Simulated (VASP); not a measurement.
InSb, 2 atoms in the cell. The structure is cubic, space group F-43m (No. 216). The conventional cell has a = 6.765 Å, b = 6.765 Å, c = 6.765 Å, α = 90.00°, β = 90.00°, γ = 90.00°. In (site symmetry -43m) has 4 Sb at 2.93 Å within 3.9 Å. Sb (site symmetry -43m) has 4 In at 2.93 Å within 3.9 Å. 

| Quantity | Value |
| --- | --- |
| Program | VASP 6.6.1 |
| Task | single point |
| Functional | PBE |
| Potentials or basis | VASP PAW PBE potentials, release 64 (In_d, Sb) |
| Cutoff | 520 eV |
| k mesh | 12 × 12 × 12 |
| Occupations | gaussian, width 0.1 eV |
| Spin | no spin polarisation |
| Dipole correction | no |
| Further INCAR settings | ALGO = Normal; EDIFF = 1e-06; NBANDS = 16 |

Potentials or basis: VASP PAW PBE potentials, release 64 (In_d, Sb).

Run with:

```console
$ cat potpaw_PBE.64/In_d/POTCAR potpaw_PBE.64/Sb/POTCAR > POTCAR
$ mpirun -np 1 vasp_std > vasp.out
```

Hardware: 1 thread of Intel(R) Xeon(R) Platinum 8375C CPU @ 2.90GHz (Ice Lake), on a shared host.

**Question.** How long does it take, and how much memory?

**Answer.** It took 72 s on 1 thread of Intel(R) Xeon(R) Platinum 8375C CPU @ 2.90GHz (Ice Lake), with other jobs on the host, peak memory 0.26 GiB. Counts: scf iterations 12, k points 72.
